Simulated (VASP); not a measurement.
# Li2Ca2Pb (P4/mmm) in VASP: notebook

The runs below take Li2Ca2Pb through relaxation of cell and atoms, single point, with PBE.

Program: VASP 6.6.1. These are calculated values, not measurements. Logs are shortened: lines on timing, memory, paths and dates and some standing lists are left out, and cuts for length are marked.

### Step 1. The cell of the first run

Symmetry: P4/mmm, No. 123, tetragonal system. Conventional cell: a = 3.990 Å, b = 3.990 Å, c = 9.411 Å, α = 90.00°, β = 90.00°, γ = 90.00°. Li (site symmetry mmm) has 4 Li at 2.82 Å and 4 Ca at 3.51 Å within 3.7 Å. Ca (site symmetry 4mm) has 4 Pb at 3.35 Å and 4 Li at 3.51 Å and 5 Ca at 3.63 to 3.99 Å within 4.4 Å. Pb (site symmetry 4/mmm) has 8 Ca at 3.35 Å and 4 Pb at 3.99 Å within 4.4 Å.

The cell was generated, and may not be a known phase.

### Step 2. Relaxation of cell and atoms, PBE

Input file INCAR:

```
SYSTEM = Li2Ca2Pb
PREC = Accurate
ENCUT = 600
EDIFF = 1E-6
ISMEAR = 0
SIGMA = 0.1
LREAL = .FALSE.
LASPH = .TRUE.
NELM = 100
ALGO = Normal
ISIF = 3
LWAVE = .FALSE.
LCHARG = .FALSE.
GGA = PE
IBRION = 2
NSW = 100
EDIFFG = -0.01
```

Input file KPOINTS:

```
Automatic mesh
0
G
  10 10 4
  0 0 0
```

Input file POSCAR:

```
Li2Ca2Pb
1.0
    3.9903612810      0.0000000000      0.0000000000
    0.0000000000      3.9903612810      0.0000000000
    0.0000000000      0.0000000000      9.4105651012
Li Ca Pb
2 2 1
Direct
    0.0000000000      0.5000000000      0.5000000000
    0.5000000000      0.0000000000      0.5000000000
    0.5000000000      0.5000000000      0.1926356356
    0.5000000000      0.5000000000      0.8073643644
    0.0000000000      0.0000000000      0.0000000000
```

Potentials or basis: VASP PAW PBE potentials, release 64 (Li_sv, Ca_sv, Pb_d).

Launch:

```console
$ cat potpaw_PBE.64/Li_sv/POTCAR potpaw_PBE.64/Ca_sv/POTCAR potpaw_PBE.64/Pb_d/POTCAR > POTCAR
$ mpirun -np 1 vasp_std > vasp.out
```

OUTCAR:

```text
SYSTEM = Li2Ca2Pb
   PREC = Accurate
   ENCUT = 600
   EDIFF = 1E-6
   ISMEAR = 0
   LREAL = .FALSE.
   LASPH = .TRUE.
   NELM = 100
   ISIF = 3
   GGA = PE
   IBRION = 2
   NSW = 100
   EDIFFG = -0.01

 ion  position               nearest neighbor table
   1  0.000  0.500  0.500-
   2  0.500  0.000  0.500-
   3  0.500  0.500  0.193-   5 3.35   5 3.35   5 3.35   5 3.35
   4  0.500  0.500  0.807-   5 3.35   5 3.35   5 3.35   5 3.35
   5  0.000  0.000  0.000-   3 3.35   4 3.35   3 3.35   4 3.35   3 3.35   4 3.35   3 3.35   4 3.35

  LATTYP: Found a simple tetragonal cell.
 ALAT       =     3.9903612810
 C/A-ratio  =     2.3583240811

  Lattice vectors:

 A1 = (   3.9903612810,   0.0000000000,   0.0000000000)
 A2 = (   0.0000000000,   3.9903612810,   0.0000000000)
 A3 = (   0.0000000000,   0.0000000000,   9.4105651012)

Analysis of symmetry for initial positions (statically):
=====================================================================
 Subroutine PRICEL returns:
 Original cell was already a primitive cell.

 Routine SETGRP: Setting up the symmetry group for a
 simple tetragonal supercell.

 Subroutine GETGRP returns: Found 16 space group operations
 (whereof 16 operations were pure point group operations)
 out of a pool of 16 trial point group operations.

The static configuration has the point symmetry D_4h.

Analysis of symmetry for dynamics (positions and initial velocities):
=====================================================================
 Subroutine PRICEL returns:
 Original cell was already a primitive cell.

 Routine SETGRP: Setting up the symmetry group for a
 simple tetragonal supercell.

 Subroutine GETGRP returns: Found 16 space group operations
 (whereof 16 operations were pure point group operations)
 out of a pool of 16 trial point group operations.

The dynamic configuration has the point symmetry D_4h.

 Subroutine INISYM returns: Found 16 space group operations
 (whereof 16 operations are pure point group operations),
 and found     1 'primitive' translations

----------------------------------------------------------------------------------------

                                     Primitive cell

  volume of cell :     149.8443

  direct lattice vectors                    reciprocal lattice vectors
     3.990361281  0.000000000  0.000000000     0.250603875  0.000000000  0.000000000
     0.000000000  3.990361281  0.000000000     0.000000000  0.250603875  0.000000000
     0.000000000  0.000000000  9.410565101     0.000000000  0.000000000  0.106263544

  length of vectors
     3.990361281  3.990361281  9.410565101     0.250603875  0.250603875  0.106263544

  position of ions in fractional coordinates (direct lattice)
     0.000000000  0.500000000  0.500000000
     0.500000000  0.000000000  0.500000000
     0.500000000  0.500000000  0.192635636
     0.500000000  0.500000000  0.807364364
     0.000000000  0.000000000  0.000000000

  ion indices of the primitive-cell ions
   primitive index   ion index
                 1           1
                 2           2
                 3           3
                 4           4
                 5           5

----------------------------------------------------------------------------------------

 KPOINTS: Automatic mesh

Automatic generation of k-mesh.
 Grid dimensions read from file:
 generate k-points for:   10   10    4

 Generating k-lattice:

  Cartesian coordinates                     Fractional coordinates (reciprocal lattice)
     0.025060388  0.000000000  0.000000000     0.100000000  0.000000000  0.000000000
     0.000000000  0.025060388  0.000000000     0.000000000  0.100000000  0.000000000
     0.000000000  0.000000000  0.026565886     0.000000000  0.000000000  0.250000000

  Length of vectors
     0.025060388  0.025060388  0.026565886

  Shift w.r.t. Gamma in fractional coordinates (k-lattice)
     0.000000000  0.000000000  0.000000000

 Subroutine IBZKPT returns following result:
 ===========================================

 Found     63 irreducible k-points:

 Following reciprocal coordinates:
            Coordinates               Weight
  0.000000  0.000000  0.000000      1.000000
  0.100000  0.000000  0.000000      4.000000
  0.200000  0.000000  0.000000      4.000000
  0.300000  0.000000  0.000000      4.000000
  0.400000  0.000000  0.000000      4.000000
  0.500000  0.000000  0.000000      2.000000
[... 16 lines left out ...]
  0.100000  0.000000  0.250000      8.000000
  0.200000  0.000000  0.250000      8.000000
 [... further k-points ...]
   k-points           NKPTS =     63   k-points in BZ     NKDIM =     63   number of bands    NBANDS=     24
   number of dos      NEDOS =    301   number of ions     NIONS =      5
   total plane-waves  NPLWV =  81920
   dimension x,y,z NGX =    32 NGY =   32 NGZ =   80
   dimension x,y,z NGXF=    64 NGYF=   64 NGZF=  160
   ions per type =               2   2   1
   NGX,Y,Z   is equivalent  to a cutoff of  13.33, 13.33, 14.13 a.u.
   NGXF,Y,Z  is equivalent  to a cutoff of  26.66, 26.66, 28.27 a.u.
 SYSTEM =  Li2Ca2Pb
   PREC   = accura    normal or accurate (medium, high low for compatibility)
   ISTART =      0    job   : 0-new  1-cont  2-samecut
   ICHARG =      2    charge: 1-file 2-atom 10-const
   ISPIN  =      1    spin polarized calculation?
   LNONCOLLINEAR =      F non collinear calculations
   LSORBIT =      F    spin-orbit coupling
   LASPH  =      T    aspherical Exc in radial PAW
   ENCUT  =  600.0 eV  44.10 Ry    6.64 a.u.   7.97  7.97 18.80*2*pi/ulx,y,z
   NELM   =    100;   NELMIN=  2; NELMDL= -5     # of ELM steps
   EDIFF  = 0.1E-05   stopping-criterion for ELM
   LREAL  =      F    real-space projection
   EDIFFG = -.1E-01   stopping-criterion for IOM
   NSW    =    100    number of steps for IOM
   IBRION =      2    ionic relax: 0-MD 1-quasi-New 2-CG
   NFREE  =      1    steps in history (QN), initial steepest desc. (CG)
   ISIF   =      3    stress and relaxation
   ISYM   =      2    0-nonsym 1-usesym 2-fastsym
   POTIM  = 0.5000    time-step for ionic-motion
   TEBEG  =    0.0;   TEEND  =   0.0 temperature during run
   PSTRESS=    0.0 pullay stress
   NELECT =      40.0000    total number of electrons
   NUPDOWN=      -1.0000    fix difference up-down
   EMIN   =  10.00;   EMAX   =-10.00  energy-range for DOS
   EFERMI =   0.00;   METHOD = LEGACY
   ISMEAR =     0;   SIGMA  =   0.10  broadening in eV -4-tet -1-fermi 0-gaus
   EFERMI_NEDOS =   21; number of points for ismear=-14 and -15
   IALGO  =     38    algorithm
   IMIX   =      4    mixing-type and parameters
     AMIX     =   0.40;   BMIX     =  1.00
     AMIX_MAG =   1.60;   BMIX_MAG =  1.00
  volume/ion in A,a.u.               =      29.97       202.24
  Fermi-wavevector in a.u.,A,eV,Ry     =   1.054099  1.991958 15.117773  1.111125
  Thomas-Fermi vector in A             =   2.189246
   LORBIT       =      0    0 simple, 1 ext, 2 COOP (PROOUT), +10 PAW based schemes
   GGA     = PE    functional components
   LHFCALC =     F    Hartree Fock is set to
   AEXX    =    0.0000 exact exchange contribution
   IVDW    =     0    specifies the selected vdW correction
   LEPSILON=     F    determine dielectric tensor
   LRPA    =     F    only Hartree local field effects (RPA)
 conjugate gradient relaxation of ions
 non-spin polarized calculation
 Gauss-broadening in eV      SIGMA  =   0.10
  energy-cutoff  :      600.00
  volume of cell :      149.84
 maximum number of plane-waves:      5064
 NGX is ok and might be reduce to    32
   NGX = 15   NGY = 15   NGZ = 37

--------------------------------------- Ionic step        1  -------------------------------------------

 number of electron      40.0000010 magnetization

 Free energy of the ion-electron system (eV)
  ---------------------------------------------------
  ext. energy  EPLUGINS =         0.00000000
  ---------------------------------------------------
  free energy    TOTEN  =       -12.00959248 eV

  energy without entropy =      -11.99380361  energy(sigma->0) =      -12.00169805

------------------------ aborting loop because EDIFF is reached ----------------------------------------

  FORCE on cell =-STRESS in cart. coord.  units (eV):
  Direction    XX          YY          ZZ          XY          YZ          ZX
  --------------------------------------------------------------------------------------
  -------------------------------------------------------------------------------------
  Total       -0.3824284     -0.3824284      1.1924224      0.0000000     -0.0000000     -0.0000000
  in kB       -4.0890330     -4.0890330     12.7497173      0.0000000     -0.0000000     -0.0000000
  external PRESSURE =       1.5238838 kB  Pullay stress =       0.0000000 kB
[... 98 lines left out ...]
  FREE ENERGIE OF THE ION-ELECTRON SYSTEM (eV)
  ---------------------------------------------------
  free  energy   TOTEN  =       -12.0564943695 eV

  energy  without entropy=      -12.0441554502  energy(sigma->0) =      -12.05032491

[... ionic steps 4 to 7 ...]

--------------------------------------- Ionic step        8  -------------------------------------------

 number of electron      39.9999992 magnetization

------------------------ aborting loop because EDIFF is reached ----------------------------------------

  FORCE on cell =-STRESS in cart. coord.  units (eV):
  Direction    XX          YY          ZZ          XY          YZ          ZX
  --------------------------------------------------------------------------------------
  -------------------------------------------------------------------------------------
  Total        0.0062330      0.0062330      0.0640434      0.0000000     -0.0000000      0.0000000
  in kB        0.0677309      0.0677309      0.6959233      0.0000000     -0.0000000      0.0000000
  external PRESSURE =       0.2771284 kB  Pullay stress =       0.0000000 kB
[... 63 lines left out ...]
  energy  without entropy=      -12.0585763231  energy(sigma->0) =      -12.06346063

--------------------------------------- Ionic step       10  -------------------------------------------

 number of electron      39.9999993 magnetization

 Free energy of the ion-electron system (eV)
  ---------------------------------------------------
  ext. energy  EPLUGINS =         0.00000000
  ---------------------------------------------------
  free energy    TOTEN  =       -12.06839269 eV

  energy without entropy =      -12.05858195  energy(sigma->0) =      -12.06348732

 E-fermi :   2.8075     XC(G=0):  -8.1397

 val. band max:        2.7964591613   @ k =   0.5000   0.2000   0.5000
 cond. band min:       2.8185991860   @ k =   0.3000   0.2000   0.2500
 fundamental gap:      0.0221400247
 Fermi energy:         2.8075080225

 k-point     1 :       0.0000    0.0000    0.0000
  band No.  band energies     occupation
      1     -43.8324      2.00000
      2     -43.7923      2.00000
      3     -39.0706      2.00000
      4     -39.0686      2.00000
      5     -20.0788      2.00000
      6     -20.0442      2.00000
[... 637 lines left out ...]
     23       4.3354      0.00000
     24       4.3430      0.00000

 [... further k-points ...]

------------------------ aborting loop because EDIFF is reached ----------------------------------------

  FORCE on cell =-STRESS in cart. coord.  units (eV):
  Direction    XX          YY          ZZ          XY          YZ          ZX
  --------------------------------------------------------------------------------------
  -------------------------------------------------------------------------------------
  Total       -0.0297795     -0.0297795     -0.0069451      0.0000000      0.0000000      0.0000000
  in kB       -0.3229129     -0.3229129     -0.0753089      0.0000000      0.0000000      0.0000000
  external PRESSURE =      -0.2403782 kB  Pullay stress =       0.0000000 kB
[... 20 lines left out ...]
  FREE ENERGIE OF THE ION-ELECTRON SYSTEM (eV)
  ---------------------------------------------------
  free  energy   TOTEN  =       -12.0683926901 eV

  energy  without entropy=      -12.0585819513  energy(sigma->0) =      -12.06348732

 reached required accuracy - stopping structural energy minimisation
```

It took 13 min on 1 thread of AMD EPYC 9R45 (Zen 5), shared host; peak memory 0.46 GiB.

Results:

| Quantity | Value |
| --- | --- |
| Free energy | -12.0684 eV |
| Relaxed volume | 29.55 Å³/atom |
| Relaxed cell | a = 3.867 Å, b = 3.867 Å, c = 9.879 Å, α = 90.00°, β = 90.00°, γ = 90.00° |
| Space group after relaxing (to 0.1 Å) | P4/mmm (No. 123) |
| Energy gained by relaxing | 11.8 meV/atom |
| Ionic steps | 10 |
| Pressure after relaxing | 0.0 GPa |
| Band gap on the k mesh | zero (bands 20 and 21 overlap by 1.49 eV) |

The path:
| step | energy change (eV) | largest force (eV/Å) | pressure (GPa) | volume (Å³) |
| --- | --- | --- | --- | --- |
| 1 | 0.0000 | 0.2167 | 0.15 | 149.84 |
| 2 | -0.0188 | 0.1704 | 0.00 | 150.45 |
| 3 | -0.0469 | 0.0524 | -0.45 | 152.15 |
| 4 | -0.0482 | 0.0336 | -0.54 | 152.50 |
| 5 | -0.0567 | 0.0605 | -0.10 | 148.96 |
| 6 | -0.0570 | 0.0660 | 0.00 | 148.25 |
| 7 | -0.0578 | 0.0499 | 0.00 | 148.03 |
| 8 | -0.0588 | 0.0071 | 0.03 | 147.44 |
| 9 | -0.0588 | 0.0080 | 0.03 | 147.46 |
| 10 | -0.0588 | 0.0010 | -0.02 | 147.76 |

Final structure:
```
Li Ca Pb
1.0
     3.86742    0.00000    0.00000
     0.00000    3.86742    0.00000
     0.00000    0.00000    9.87870
Li Ca Pb
2 2 1
Direct
  0.00000 0.50000 0.50000
  0.50000 0.00000 0.50000
  0.50000 0.50000 0.20135
  0.50000 0.50000 0.79865
  0.00000 0.00000 0.00000
```

Caveat: the cutoff is under 1.25 times the usual one of these potentials, so pressure, stress and relaxed cells hold a basis-set (Pulay) error; spin-orbit coupling is left out, which moves the levels of the heavy elements.

### Step 3. Single point, PBE

This run uses another cell than the first one, of 22.28 Å³/atom.

Input file INCAR:

```
SYSTEM = Li2Ca2Pb
ALGO = Normal ; EDIFF = 1E-6
ENCUT = 520 ; GGA = PE
ISIF = 2 ; ISMEAR = 0
LASPH = .TRUE. ; LCHARG = .TRUE.
LELF = .TRUE. ; LREAL = .FALSE.
LVHAR = .TRUE. ; LWAVE = .FALSE.
NBANDS = 28 ; NELM = 80
PREC = Accurate ; SIGMA = 0.1
```

Input file KPOINTS:

```
k-points
0
G
  4 4 4
  0 0 0
```

Input file POSCAR:

```
Li2Ca2Pb
1.0
    4.3465972900      0.0000000000      0.0000000000
    0.0000000000      4.3465972900      0.0000000000
    0.0000000000      0.0000000000      5.8960312400
Li Ca Pb
2 2 1
Direct
    0.0000000000      0.5000000000      0.5000000000
    0.5000000000      0.0000000000      0.5000000000
    0.5000000000      0.5000000000      0.2399999900
    0.5000000000      0.5000000000      0.7600000100
    0.0000000000      0.0000000000      0.0000000000
```

Potentials or basis: VASP PAW PBE potentials, release 64 (Li_sv, Ca_sv, Pb_d).

Launch:

```console
$ cat potpaw_PBE.64/Li_sv/POTCAR potpaw_PBE.64/Ca_sv/POTCAR potpaw_PBE.64/Pb_d/POTCAR > POTCAR
$ mpirun -np 1 vasp_std > vasp.out
```

OUTCAR:

```text
SYSTEM = Li2Ca2Pb
   EDIFF = 1E-6
   ENCUT = 520
   GGA = PE
   ISIF = 2
   ISMEAR = 0
   LASPH = .TRUE.
   LREAL = .FALSE.
   NELM = 80
   PREC = Accurate

 ion  position               nearest neighbor table
   1  0.000  0.500  0.500-   3 2.66   4 2.66   3 2.66   4 2.66
   2  0.500  0.000  0.500-   3 2.66   4 2.66   3 2.66   4 2.66
   3  0.500  0.500  0.240-   1 2.66   2 2.66   2 2.66   1 2.66   4 2.83   4 3.07   5 3.38   5 3.38
                             5 3.38   5 3.38
   4  0.500  0.500  0.760-   1 2.66   2 2.66   2 2.66   1 2.66   3 2.83   3 3.07   5 3.38   5 3.38
                             5 3.38   5 3.38
   5  0.000  0.000  0.000-   3 3.38   4 3.38   3 3.38   4 3.38   3 3.38   4 3.38   3 3.38   4 3.38

[... 753 lines left out ...]
  -------------------------------------------------------------------------------------
  Total        5.0477138      5.0477138     12.6600366      0.0000000      0.0000000      0.0000000
  in kB       72.6016879     72.6016879    182.0903608      0.0000000      0.0000000      0.0000000
  external PRESSURE =     109.0979122 kB  Pullay stress =       0.0000000 kB

 VOLUME and BASIS-vectors are now :
 -----------------------------------------------------------------------------
  energy-cutoff  :      520.00
  volume of cell :      111.39
      direct lattice vectors                 reciprocal lattice vectors
     4.346597290  0.000000000  0.000000000     0.230065022  0.000000000  0.000000000
     0.000000000  4.346597290  0.000000000     0.000000000  0.230065022  0.000000000
     0.000000000  0.000000000  5.896031240     0.000000000  0.000000000  0.169605614

 POSITION                                       TOTAL-FORCE (eV/Angst)
 -----------------------------------------------------------------------------------
      0.00000      2.17330      2.94802         0.000000      0.000000      0.000000
      2.17330      0.00000      2.94802         0.000000      0.000000      0.000000
      2.17330      2.17330      1.41505         0.000000     -0.000000     -2.862109
      2.17330      2.17330      4.48098        -0.000000      0.000000      2.862109
      0.00000      0.00000      0.00000         0.000000      0.000000      0.000000
 -----------------------------------------------------------------------------------
    total drift:                                0.000000     -0.000000     -0.000000

  FREE ENERGIE OF THE ION-ELECTRON SYSTEM (eV)
  ---------------------------------------------------
  free  energy   TOTEN  =        -8.5945464907 eV

  energy  without entropy=       -8.5627753791  energy(sigma->0) =       -8.57866093
```

stdout:

```text
POSCAR found type information on POSCAR LiCaPb
 POSCAR found :  3 types and       5 ions
 scaLAPACK will be used
 LDA part: xc-table for (Slater+PW92), standard interpolation
 POSCAR, INCAR and KPOINTS ok, starting setup
 FFT: planning ... GRIDC
 FFT: planning ... GRID_SOFT
 FFT: planning ... GRID
 WAVECAR not read
 entering main loop
```

Wall time 39 s (1 thread of Intel Xeon Platinum 8259CL at 2.50GHz (Skylake/Cascade Lake), shared host); peak memory 0.24 GiB.

What came out:

| Item | Value |
| --- | --- |
| Free energy | -8.5945 eV |
| Largest force | 2.862 eV/Å |
| Band gap on the k mesh | zero (bands 20 and 21 overlap by 1.11 eV) |

Forces on the atoms (eV/Å):
```
Li   0.000  0.000  0.000
Li   0.000  0.000  0.000
Ca   0.000  0.000 -2.862
Ca   0.000  0.000  2.862
Pb   0.000  0.000  0.000
```

Levels at points of the mesh, in eV from the Fermi level:
```tsv
k point	band 16	band 17	band 18	band 19	band 20	band 21	band 22	band 23	band 24	band 25
(0.00, 0.00, 0.00)	-9.07	-2.60	-1.94	-0.10	-0.10	0.36	0.45	0.45	0.62	1.29
(0.50, 0.00, 0.00)	-8.38	-3.79	-1.25	-0.94	-0.34	-0.29	0.29	0.54	1.54	2.74
(0.50, 0.50, 0.00)	-8.05	-2.43	-2.43	-1.65	-0.67	-0.03	0.05	0.05	2.25	2.25
(0.00, 0.00, 0.50)	-8.98	-3.88	0.19	0.19	0.31	0.54	0.54	0.90	1.16	1.33
(0.50, 0.00, 0.50)	-8.33	-3.31	-2.58	-1.54	0.16	1.23	1.50	1.66	1.83	1.85
(0.50, 0.50, 0.50)	-7.96	-2.43	-2.43	-2.39	-0.72	0.18	0.18	1.57	2.45	2.45
```

Caveat: the k points lie up to 0.36 Å⁻¹ apart, too coarse for converged energies and pressures of a metal; the cutoff is under 1.25 times the usual one of these potentials, so pressure, stress and relaxed cells hold a basis-set (Pulay) error; spin-orbit coupling is left out, which moves the levels of the heavy elements; forces of over 1 eV/Å act on the atoms, so gaps and moduli don't describe the material at rest.

The gap in the log of VASP goes by the Fermi energy; the results here count the filled bands.